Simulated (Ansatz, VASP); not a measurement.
One calculation of Si3N, two programs

The input INCAR:

```
SYSTEM = Si3N
  PREC = Accurate
  ENCUT = 520
  EDIFF = 1E-7
  ISMEAR = 0
  SIGMA = 0.05
  LREAL = .FALSE.
  LASPH = .TRUE.
  NELM = 80
  ALGO = Normal
  ISIF = 2
  LWAVE = .FALSE.
  LCHARG = .FALSE.
  LDIPOL = .TRUE.
  IDIPOL = 3
  DIPOL = 0.5 0.5 0.321
  GGA = PE
  IVDW = 12
  NBANDS = 27
```

Contents of KPOINTS:

```
regular mesh
0
G
  7 5 1
  0 0 0
```

POSCAR

```
Si3N
1.0
    3.8333442755      0.0000000000      0.0000000000
    0.0000000000      5.4211674636      0.0000000000
    0.0000000000      0.0000000000     22.4877586337
Si N
6 2
Direct
    0.5000000000      0.0000000000      0.1778745523
    0.0000000000      0.2500000000      0.1778745523
    0.0000000000      0.5038839981      0.2608672216
    0.5000000000      0.7461160019      0.2608672216
    0.5000000000      0.0086033066      0.3418641564
    0.0000000000      0.2413966934      0.3418641564
    0.5000000000      0.3419366399      0.4797169344
    0.5000000000      0.3419366399      0.5286324363
```

Input for Ansatz:

```yaml
crystal:
  lattice:
    - [3.8333442755, 0.0, 0.0]
    - [0.0, 5.4211674636, 0.0]
    - [0.0, 0.0, 22.4877586337]
  atoms:
    - { symbol: Si, position: [0.5, 0.0, 0.1778745523] }
    - { symbol: Si, position: [0.0, 0.25, 0.1778745523] }
    - { symbol: Si, position: [0.0, 0.5038839981, 0.2608672216] }
    - { symbol: Si, position: [0.5, 0.7461160019, 0.2608672216] }
    - { symbol: Si, position: [0.5, 0.0086033066, 0.3418641564] }
    - { symbol: Si, position: [0.0, 0.2413966934, 0.3418641564] }
    - { symbol: "N", position: [0.5, 0.3419366399, 0.4797169344] }
    - { symbol: "N", position: [0.5, 0.3419366399, 0.5286324363] }
basis:
  ecutwfc: 420
kpoints:
  mp_grid: { grid: [7, 5, 1] }
hamiltonian:
  xc: pbe
  pseudopotentials: { kind: paw, azcp: { folder: soft_1 } }
  dispersion: d3bj
scf:
  occupations: { method: gaussian, width: 0.05 }
output:
  forces: true
  eigenvalues: true
efield:
  axis: 3
  dipole_correction: true
  ramp_width: 0.04
```

Alike in both runs: task single point; functional PBE; dispersion D3(BJ); k mesh 7 × 5 × 1; occupations gaussian, width 0.05 eV; no spin polarisation.

|  | VASP | Ansatz |
| --- | --- | --- |
| version | VASP 6.6.1 | Ansatz 0.2.0 |
| potentials or method | VASP PAW PBE potentials, release 64 (Si, N), cutoff 520 eV | scalar-relativistic, plane waves, PAW |
| valence electrons in the cell | 34 | 34 |

|  | VASP | Ansatz | Ansatz less VASP |
| --- | --- | --- | --- |
| gap on the k mesh at the Fermi level (eV) | none | none | - |
| rms of the force components (eV/Å) | 0.651 | 0.197 | -0.4537 |

Atom by atom the forces differ by 0.519 eV/Å (rms over components). A gap of «none» marks a metal or a gap that the smearing closes. One of these differences is far larger than is usual between the two programs; its cause wasn't traced.

Noted on VASP's run: the standard files for N, O and F lose accuracy on very short bonds.
